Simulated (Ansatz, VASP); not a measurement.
**HfC: VASP beside Ansatz**

File INCAR:

```
  PREC = Accurate
  ENCUT = 520
  EDIFF = 1E-8
  ISMEAR = -1
  SIGMA = 0.05
  LREAL = False
  LASPH = True
  NELM = 100
  ALGO = Normal
  ISIF = 2
  LWAVE = False
  LCHARG = False
  GGA = PE
  LEFG = True
  NBANDS = 14
```

Contents of KPOINTS:

```
regular mesh
0
Gamma
  13 13 13
```

POSCAR

```
HfC
1.0
    0.0000000000      2.1949520270      2.1949520270
    2.1949520270      0.0000000000      2.1949520270
    2.1949520270      2.1949520270      0.0000000000
Hf C
1 1
Direct
    0.0000000000      0.0000000000      0.0000000000
    0.5000000000      0.5000000000      0.5000000000
```

Input for Ansatz:

```yaml
crystal:
  lattice:
    - [0.0, 2.194952027, 2.194952027]
    - [2.194952027, 0.0, 2.194952027]
    - [2.194952027, 2.194952027, 0.0]
  atoms:
    - { symbol: Hf, position: [0.0, 0.0, 0.0] }
    - { symbol: C, position: [0.5, 0.5, 0.5] }
kpoints:
  mp_grid: { grid: [13, 13, 13] }
  band_path:
    path:
      - [0.0, 0.0, 0.0]
      - [0.5, 0.0, 0.5]
      - [0.625, 0.25, 0.625]
      - [0.375, 0.375, 0.75]
      - [0.0, 0.0, 0.0]
      - [0.5, 0.5, 0.5]
      - [0.5, 0.25, 0.75]
      - [0.5, 0.0, 0.5]
    npoints: 6
scf:
  occupations: { method: fermi_dirac, width: 0.05 }
hamiltonian:
  xc: pbe
  pseudopotentials: { kind: paw }
output:
  forces: true
  stress: true
  eigenvalues: true
  efg: { contact_densities: true }
  populations: true
```

Change from the starting cell: volume scaled by 0.85, PAW files.

Alike in both runs: task electric field gradients; functional PBE; k mesh 13 × 13 × 13; occupations fermi-dirac, width 0.05 eV; no spin polarisation.

|  | VASP | Ansatz |
| --- | --- | --- |
| version | VASP 6.6.1 | Ansatz 0.2.0 |
| potentials or method | VASP PAW PBE potentials, release 64 (Hf_pv, C) | PAW with Ansatz's default frozen-core files, scalar-relativistic |
| plane-wave cutoff (eV) | 520 | 420 |
| valence electrons in the cell | 14 | 30 |

VASP gave:

| Item | Value |
| --- | --- |
| pressure (GPa) | 57.6 |

Task: Which values does Ansatz return?

Result: Pressure (GPa): 57.1.

Both programs put the cell under a high pressure, so it lies far from rest at this level. VASP's potentials hold 14 valence electrons a cell and Ansatz's 30, so a difference there can come from the potentials and not from the codes.

Spin-orbit coupling is off throughout.
